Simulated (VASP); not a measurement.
# Ag16Br13Cl3 (P1) in VASP: single point with PBEsol

Aim: the single point of Ag16Br13Cl3 with PBEsol.

Everything below comes from runs of VASP 6.6.1. Logs are shortened: lines on timing, memory, paths and dates and some standing lists are left out, and cuts for length are marked.

## (1) The cell of the first run

The typed cell holds 64 atoms: a = 11.268 Å, b = 11.268 Å, c = 11.268 Å, α = 90.00°, β = 90.00°, γ = 90.00°.

## (2) Single point, PBEsol

The input, INCAR:

```
SYSTEM = Ag16Br13Cl3
  PREC = Accurate
  ENCUT = 500
  EDIFF = 1E-6
  ISMEAR = -1
  SIGMA = 0.05
  LREAL = Auto
  LASPH = .TRUE.
  NELM = 120
  ALGO = Normal
  ISIF = 2
  LWAVE = .FALSE.
  LCHARG = .TRUE.
  GGA = PS
  LELF = .TRUE.
  LVHAR = .TRUE.
  NBANDS = 326
  ISYM = -1
  GGA_COMPAT = .FALSE.
```

The input, KPOINTS:

```
explicit points
1
Reciprocal
  0.25000000   0.25000000   0.25000000 1
```

The input, POSCAR:

```
Ag16Br13Cl3
1.0
   11.2683608837      0.0000000000      0.0000000000
    0.0000000000     11.2683608837      0.0000000000
    0.0000000000      0.0000000000     11.2683608837
Br Cl Ag
26 6 32
Direct
    0.2500070000      0.9987440000      0.9965330000
    0.2515330000      0.9980920000      0.5033660000
    0.2512650000      0.5011800000      0.9999250000
    0.2521980000      0.5019180000      0.4995400000
    0.7489130000      0.9990540000      0.5018490000
    0.7488240000      0.5001510000      0.0003790000
    0.7482240000      0.5015290000      0.4991500000
    0.9992390000      0.2480830000      0.9990610000
    0.0001200000      0.2487960000      0.5008770000
    0.9998420000      0.7520190000      0.9978750000
    0.0014460000      0.7513740000      0.5023580000
    0.5009540000      0.2489890000      0.9995730000
    0.5003390000      0.2501630000      0.5001320000
    0.5000690000      0.7515140000      0.9986320000
    0.9990740000      0.9995080000      0.2489020000
    0.0002600000      0.5003620000      0.2498780000
    0.0010160000      0.5008850000      0.7498310000
    0.5010860000      0.9990670000      0.2499600000
    0.4991620000      0.5027960000      0.7485480000
    0.2512540000      0.2504740000      0.2498850000
    0.2503790000      0.2483610000      0.7499740000
    0.2524690000      0.7495520000      0.2510580000
    0.7491830000      0.2502380000      0.2491390000
    0.7501230000      0.2469910000      0.7509310000
    0.7479640000      0.7499290000      0.2499730000
    0.7489370000      0.7535780000      0.7500400000
    0.7499170000      0.0001520000      0.9978700000
    0.4989160000      0.7505010000      0.5014890000
    0.0000560000      0.9989290000      0.7511360000
    0.4999820000      0.9979270000      0.7500740000
    0.5001600000      0.5012380000      0.2508760000
    0.2512930000      0.7519520000      0.7488950000
    0.9951250000      0.0000560000      0.9943340000
    0.9994020000      0.9994990000      0.5059660000
    0.9992260000      0.5001480000      0.9997920000
    0.0001400000      0.5007820000      0.4999300000
    0.5047670000      0.9996270000      0.9950890000
    0.5008640000      0.9956220000      0.5048120000
    0.5006850000      0.5009830000      0.0034760000
    0.5002920000      0.5051620000      0.4957030000
    0.2501810000      0.2493210000      0.9992930000
    0.2508800000      0.2498850000      0.5005720000
    0.2505770000      0.7504980000      0.9950670000
    0.2550340000      0.7499750000      0.5048390000
    0.7500490000      0.2452240000      0.0000470000
    0.7495950000      0.2496600000      0.5001290000
    0.7493620000      0.7550230000      0.9995090000
    0.7452330000      0.7508810000      0.5005940000
    0.2507940000      0.9992820000      0.2490920000
    0.2501960000      0.9953460000      0.7504830000
    0.2551760000      0.5006260000      0.2496000000
    0.2506480000      0.5050640000      0.7497440000
    0.7494940000      0.0001090000      0.2449450000
    0.7497390000      0.9997330000      0.7546150000
    0.7452660000      0.5001170000      0.2490560000
    0.7493320000      0.5010860000      0.7505650000
    0.0002690000      0.2498670000      0.2500940000
    0.0010540000      0.2438950000      0.7499120000
    0.0010610000      0.7499620000      0.2508860000
    0.0049790000      0.7555490000      0.7495350000
    0.5001520000      0.2540120000      0.2505900000
    0.4995860000      0.2454200000      0.7491470000
    0.4996550000      0.7462310000      0.2549590000
    0.4954130000      0.7553090000      0.7454060000
```

Potentials or basis: VASP PAW PBE potentials, release 64 (Br, Cl, Ag).

Launch:

```bash
> cat potpaw_PBE.64/Br/POTCAR potpaw_PBE.64/Cl/POTCAR potpaw_PBE.64/Ag/POTCAR > POTCAR
> mpirun -np 1 vasp_std > vasp.out
```

OUTCAR:

```text
SYSTEM = Ag16Br13Cl3
   PREC = Accurate
   ENCUT = 500
   EDIFF = 1E-6
   ISMEAR = -1
   LREAL = Auto
   LASPH = .TRUE.
   NELM = 120
   ISIF = 2
   GGA = PS
   ISYM = -1

 ion  position               nearest neighbor table
   1  0.250  0.999  0.997-  50 2.77  43 2.80  41 2.82  49 2.85  37 2.87  33 2.87
   2  0.252  0.998  0.503-  50 2.78  44 2.80  38 2.81  42 2.84  34 2.84  49 2.87
   3  0.251  0.501  1.000-  43 2.81  39 2.81  51 2.81  52 2.82  41 2.84  35 2.84
   4  0.252  0.502  0.500-  44 2.80  40 2.80  51 2.82  52 2.82  42 2.84  36 2.84
   5  0.749  0.999  0.502-  38 2.80  48 2.80  34 2.82  46 2.82  54 2.85  53 2.89
   6  0.749  0.500  0.000-  39 2.80  55 2.80  56 2.82  35 2.82  47 2.87  45 2.87
[... 56 lines left out ...]
  63  0.500  0.746  0.255-  31 2.76  28 2.78  22 2.79  25 2.80  18 2.85  14 2.89
  64  0.495  0.755  0.745-  30 2.73  28 2.75  32 2.75  19 2.85  14 2.85  26 2.86

IMPORTANT INFORMATION: All symmetrisations will be switched off!
NOSYMM: (Re-)initialisation of all symmetry stuff for point group C_1.

----------------------------------------------------------------------------------------

                                     Primitive cell

  volume of cell :    1430.8109

  direct lattice vectors                    reciprocal lattice vectors
    11.268360884  0.000000000  0.000000000     0.088744052  0.000000000  0.000000000
     0.000000000 11.268360884  0.000000000     0.000000000  0.088744052  0.000000000
     0.000000000  0.000000000 11.268360884     0.000000000  0.000000000  0.088744052

  length of vectors
    11.268360884 11.268360884 11.268360884     0.088744052  0.088744052  0.088744052

  position of ions in fractional coordinates (direct lattice)
     0.250007000  0.998744000  0.996533000
     0.251533000  0.998092000  0.503366000
     0.251265000  0.501180000  0.999925000
     0.252198000  0.501918000  0.499540000
     0.748913000  0.999054000  0.501849000
     0.748824000  0.500151000  0.000379000
[... 56 lines left out ...]
     0.499655000  0.746231000  0.254959000
     0.495413000  0.755309000  0.745406000

  ion indices of the primitive-cell ions
   primitive index   ion index
                 1           1
                 2           2
                 3           3
                 4           4
                 5           5
                 6           6
[... 56 lines left out ...]
                63          63
                64          64

----------------------------------------------------------------------------------------

 KPOINTS: explicit points

Read explicit list of k-points.

 Found      1 k-points:

 Following reciprocal coordinates:
            Coordinates               Weight
  0.250000  0.250000  0.250000      1.000000
   k-points           NKPTS =      1   k-points in BZ     NKDIM =      1   number of bands    NBANDS=    326
   number of dos      NEDOS =    301   number of ions     NIONS =     64
   total plane-waves  NPLWV = 592704
   dimension x,y,z NGX =    84 NGY =   84 NGZ =   84
   dimension x,y,z NGXF=   168 NGYF=  168 NGZF=  168
   ions per type =              26   6  32
   NGX,Y,Z   is equivalent  to a cutoff of  12.39, 12.39, 12.39 a.u.
   NGXF,Y,Z  is equivalent  to a cutoff of  24.79, 24.79, 24.79 a.u.
 SYSTEM =  Ag16Br13Cl3
   PREC   = accura    normal or accurate (medium, high low for compatibility)
   ISTART =      0    job   : 0-new  1-cont  2-samecut
   ICHARG =      2    charge: 1-file 2-atom 10-const
   ISPIN  =      1    spin polarized calculation?
   LNONCOLLINEAR =      F non collinear calculations
   LSORBIT =      F    spin-orbit coupling
   LASPH  =      T    aspherical Exc in radial PAW
   ENCUT  =  500.0 eV  36.75 Ry    6.06 a.u.  20.54 20.54 20.54*2*pi/ulx,y,z
   NELM   =    120;   NELMIN=  2; NELMDL= -5     # of ELM steps
   EDIFF  = 0.1E-05   stopping-criterion for ELM
   LREAL  =      T    real-space projection
   EDIFFG = 0.1E-04   stopping-criterion for IOM
   NSW    =      0    number of steps for IOM
   IBRION =     -1    ionic relax: 0-MD 1-quasi-New 2-CG
   NFREE  =      0    steps in history (QN), initial steepest desc. (CG)
   ISIF   =      2    stress and relaxation
   ISYM   =     -1    0-nonsym 1-usesym 2-fastsym
   POTIM  = 0.5000    time-step for ionic-motion
   TEBEG  =    0.0;   TEEND  =   0.0 temperature during run
   PSTRESS=    0.0 pullay stress
   NELECT =     576.0000    total number of electrons
   NUPDOWN=      -1.0000    fix difference up-down
   EMIN   =  10.00;   EMAX   =-10.00  energy-range for DOS
   EFERMI =   0.00;   METHOD = LEGACY
   ISMEAR =    -1;   SIGMA  =   0.05  broadening in eV -4-tet -1-fermi 0-gaus
   EFERMI_NEDOS =   21; number of points for ismear=-14 and -15
   IALGO  =     38    algorithm
   IMIX   =      4    mixing-type and parameters
     AMIX     =   0.40;   BMIX     =  1.00
     AMIX_MAG =   1.60;   BMIX_MAG =  1.00
  volume/ion in A,a.u.               =      22.36       150.87
  Fermi-wavevector in a.u.,A,eV,Ry     =   1.208801  2.284303 19.880840  1.461201
  Thomas-Fermi vector in A             =   2.344398
   LORBIT       =      0    0 simple, 1 ext, 2 COOP (PROOUT), +10 PAW based schemes
   GGA     = PS    functional components
   LHFCALC =     F    Hartree Fock is set to
   AEXX    =    0.0000 exact exchange contribution
   IVDW    =     0    specifies the selected vdW correction
   LEPSILON=     F    determine dielectric tensor
   LRPA    =     F    only Hartree local field effects (RPA)
 non-spin polarized calculation
  energy-cutoff  :      500.00
  volume of cell :     1430.81
 maximum number of plane-waves:     36321
 NGX is ok and might be reduce to    84
   NGX = 41   NGY = 41   NGZ = 41

 number of electron     575.9999712 magnetization

 Free energy of the ion-electron system (eV)
  ---------------------------------------------------
  ext. energy  EPLUGINS =         0.00000000
  ---------------------------------------------------
  free energy    TOTEN  =      -184.44682122 eV

  energy without entropy =     -184.44682051  energy(sigma->0) =     -184.44682086

 E-fermi :   4.6476     XC(G=0): -10.3009

 val. band max:        3.8318217285   @ k =   0.2500   0.2500   0.2500
 cond. band min:       5.4171734244   @ k =   0.2500   0.2500   0.2500
 fundamental gap:      1.5853516959
 Fermi energy:         4.6476330768

 k-point     1 :       0.2500    0.2500    0.2500
  band No.  band energies     occupation
      1     -11.3007      2.00000
      2     -11.1671      2.00000
      3     -11.1518      2.00000
      4     -11.1334      2.00000
      5     -11.0542      2.00000
      6     -11.0354      2.00000
[... 292 lines left out ...]
    299       7.3926      0.00000
    300       7.4185      0.00000
 [bands above 300 left out]

------------------------ aborting loop because EDIFF is reached ----------------------------------------

  FORCE on cell =-STRESS in cart. coord.  units (eV):
  Direction    XX          YY          ZZ          XY          YZ          ZX
  --------------------------------------------------------------------------------------
  -------------------------------------------------------------------------------------
  Total       -0.4035598     -0.6206653     -0.5321021     -0.8390868     -0.8329978     -0.8617569
  in kB       -0.4518936     -0.6950016     -0.5958313     -0.9395831     -0.9327649     -0.9649684
  external PRESSURE =      -0.5809088 kB  Pullay stress =       0.0000000 kB

 VOLUME and BASIS-vectors are now :
 -----------------------------------------------------------------------------
  energy-cutoff  :      500.00
  volume of cell :     1430.81
      direct lattice vectors                 reciprocal lattice vectors
    11.268360884  0.000000000  0.000000000     0.088744052  0.000000000  0.000000000
     0.000000000 11.268360884  0.000000000     0.000000000  0.088744052  0.000000000
     0.000000000  0.000000000 11.268360884     0.000000000  0.000000000  0.088744052

 POSITION                                       TOTAL-FORCE (eV/Angst)
 -----------------------------------------------------------------------------------
      2.81717     11.25421     11.22929        -0.000240      0.000027      0.001646
      2.83436     11.24686      5.67211        -0.000581     -0.001052     -0.002331
      2.83134      5.64748     11.26752        -0.001421     -0.001130      0.000565
      2.84186      5.65579      5.62900        -0.002491     -0.001770      0.001083
      8.43902     11.25770      5.65502         0.001558      0.001422     -0.002248
      8.43802      5.63588      0.00427         0.000716     -0.000298      0.000606
[... 56 lines left out ...]
      5.63029      8.40880      2.87297         0.001379     -0.001954      0.001995
      5.58249      8.51109      8.39950        -0.001599      0.001621     -0.001278
 -----------------------------------------------------------------------------------
    total drift:                                0.011875     -0.000361      0.000846

  FREE ENERGIE OF THE ION-ELECTRON SYSTEM (eV)
  ---------------------------------------------------
  free  energy   TOTEN  =      -184.4468212208 eV

  energy  without entropy=     -184.4468205090  energy(sigma->0) =     -184.44682086
```

Wall time 23 min (1 thread of AMD EPYC 7R43 (Zen 3), shared host); peak memory 1.3 GiB.

Results:

| Property | Result |
| --- | --- |
| Free energy | -184.4468 eV |
| Pressure | -0.1 GPa |
| Largest force | 0.012 eV/Å |
| Band gap on the k mesh | 1.59 eV |

Forces on the atoms (eV/Å):
```
Br   0.000  0.000  0.002
Br  -0.001 -0.001 -0.002
Br  -0.001 -0.001  0.001
Br  -0.002 -0.002  0.001
Br   0.002  0.001 -0.002
Br   0.001  0.000  0.001
Br   0.002 -0.002  0.001
Br   0.001  0.003  0.002
Br   0.000  0.001 -0.001
Br   0.001 -0.002  0.001
Br  -0.002 -0.002 -0.002
Br   0.000  0.000  0.002
Br   0.001  0.001  0.001
Br   0.000 -0.003  0.003
Br   0.001  0.002  0.002
Br   0.001  0.001  0.000
Br  -0.001  0.000  0.001
Br  -0.001  0.001  0.000
Br   0.000 -0.001  0.001
Br  -0.002  0.000  0.000
Br   0.000  0.000  0.000
Br  -0.003  0.000 -0.001
Br   0.000  0.000  0.000
Br  -0.001  0.002  0.000
Br   0.002  0.001  0.000
Br   0.001 -0.002  0.000
Cl   0.001  0.001  0.002
Cl   0.002 -0.003 -0.003
Cl   0.000  0.002 -0.002
Cl   0.000  0.001 -0.001
Cl  -0.002 -0.002  0.000
Cl  -0.001  0.001  0.001
Ag  -0.006  0.000  0.000
Ag  -0.002 -0.001  0.001
Ag  -0.012  0.002 -0.003
Ag   0.002  0.012 -0.001
Ag   0.002  0.000 -0.002
Ag   0.000 -0.003  0.003
Ag   0.001  0.000  0.001
Ag  -0.001  0.002 -0.002
Ag   0.002 -0.008 -0.008
Ag   0.008 -0.001  0.006
Ag   0.001  0.001  0.002
Ag   0.004  0.000  0.002
Ag  -0.002  0.003 -0.001
Ag  -0.006 -0.005  0.002
Ag  -0.001 -0.003 -0.001
Ag   0.002 -0.001  0.001
Ag   0.004 -0.005 -0.004
Ag   0.000  0.005  0.000
Ag  -0.002  0.001  0.000
Ag   0.001 -0.002  0.001
Ag  -0.001 -0.001  0.001
Ag   0.000  0.000 -0.004
Ag   0.002  0.000 -0.002
Ag  -0.003  0.006  0.003
Ag   0.003 -0.001  0.001
Ag   0.001 -0.001 -0.001
Ag   0.004  0.000  0.004
Ag   0.004  0.002  0.000
Ag   0.000 -0.004 -0.002
Ag  -0.001  0.003 -0.001
Ag   0.001 -0.002  0.002
Ag  -0.002  0.002 -0.001
```

Caveat: the PAW data sets were made with another functional, which shifts forces and pressure a little; a shifted mesh leaves out Γ, where band edges can lie. A k mesh can miss the band edges.
